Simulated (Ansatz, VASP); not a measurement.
**Pb in VASP and in Ansatz**

File INCAR:

```
PREC = Accurate
ENCUT = 520
EDIFF = 1E-6
ISMEAR = 0
SIGMA = 0.15
LREAL = F
LASPH = T
NELM = 60
ALGO = Normal
ISIF = 2
LWAVE = F
LCHARG = F
NBANDS = 13
```

Contents of KPOINTS:

```
Automatic mesh
0
Gamma
  16 16 16
```

File POSCAR:

```
Pb
1.0
    0.0000000000      2.4698000000      2.4698000000
    2.3216120000      0.0000000000      2.4698000000
    2.3216120000      2.4698000000      0.0000000000
Pb
1
Direct
    0.0000000000      0.0000000000      0.0000000000
```

Input for Ansatz:

```yaml
crystal:
  lattice:
    - [0.0, 2.4698, 2.4698]
    - [2.321612, 0.0, 2.4698]
    - [2.321612, 2.4698, 0.0]
  atoms:
    - { symbol: Pb, position: [0.0, 0.0, 0.0] }
basis:
  ecutwfc: 420
kpoints:
  mp_grid: { grid: [16, 16, 16] }
hamiltonian:
  xc: lda
scf:
  occupations: { method: gaussian, width: 0.15 }
output:
  forces: true
  stress: true
  eigenvalues: true
```

Change from the starting cell: strain -0.0600 x Voigt [1, 0, 0, 0, 0, 0], atoms carried along.

Alike in both runs: task single point; functional LDA; k mesh 16 × 16 × 16; occupations gaussian, width 0.15 eV; no spin polarisation.

|  | VASP | Ansatz |
| --- | --- | --- |
| version | VASP 6.6.1 | Ansatz 0.2.0 |
| potentials or method | VASP PAW LDA potentials, release 64 (Pb_d), cutoff 520 eV | scalar-relativistic, plane waves, PAW |
| valence electrons in the cell | 14 | 14 |

Ansatz gave:

```
gap on the k mesh at the Fermi level (eV)                     : none
pressure (GPa)                                                : 1.4
traceless stress, the component that is largest in VASP (GPa) : 0.73
```

Q: What did VASP give for the same quantities?

A: gap on the k mesh at the Fermi level (eV): none; pressure (GPa): 1.4; traceless stress, the component that is largest in VASP (GPa): 0.71.

LDA's correlation is that of Perdew and Zunger in VASP and of Perdew and Wang (1992) in Ansatz. A gap of «none» marks a metal or a gap that the smearing closes.

Neither program's run includes spin-orbit coupling.
